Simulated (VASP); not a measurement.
## SrTiO3: single point with PBEsol

The system is SrTiO3.

```
CELL_PARAMETERS angstrom
3.89112 0.00000 0.00000
0.00000 3.89112 0.00000
0.00000 0.00000 3.89112
ATOMIC_POSITIONS crystal
Sr 0.50000 0.50000 0.50000
Ti 0.00000 0.00000 0.00000
O 0.50000 0.00000 0.00000
O 0.00000 0.50000 0.00000
O 0.00000 0.00000 0.50000
```

```
Program                : VASP 6.6.1
Task                   : single point
Functional             : PBEsol
Potentials or basis    : VASP PAW PBE potentials, release 64 (Sr_sv, Ti_sv, O)
Cutoff                 : 520 eV
k mesh                 : 8 × 8 × 8
Occupations            : fermi-dirac, width 0.1 eV
Spin                   : no spin polarisation
Dipole correction      : no
Further INCAR settings : ALGO = Normal; EDIFF = 1e-07; NBANDS = 28
```

```yaml
Pressure: 0.7 GPa
Band_gap_on_the_k_mesh: 1.82 eV (least direct gap 2.17 eV)
```

Levels at points of the mesh, in eV from the valence-band top:
```tsv
k point	band 17	band 18	band 19	band 20	band 21	band 22	band 23	band 24
(0.00, 0.00, 0.00)	-1.21	-0.35	-0.35	-0.35	1.82	1.82	1.82	4.41
(0.50, 0.00, 0.00)	-2.42	-2.07	-0.74	-0.74	2.00	3.83	3.83	4.43
(0.50, 0.50, 0.00)	-1.74	-1.60	-1.60	-0.10	3.84	3.84	4.30	5.41
(0.50, 0.50, 0.50)	-3.81	0.00	0.00	0.00	4.54	4.54	4.54	6.90
```

Run time: 73 s on 1 thread of Intel(R) Xeon(R) Platinum 8259CL CPU @ 2.50GHz (Skylake/Cascade Lake) (shared host), peak memory 0.2 GiB.

Caveat: the PAW data sets were made with another functional, which shifts forces and pressure a little. A k mesh can miss the band edges.
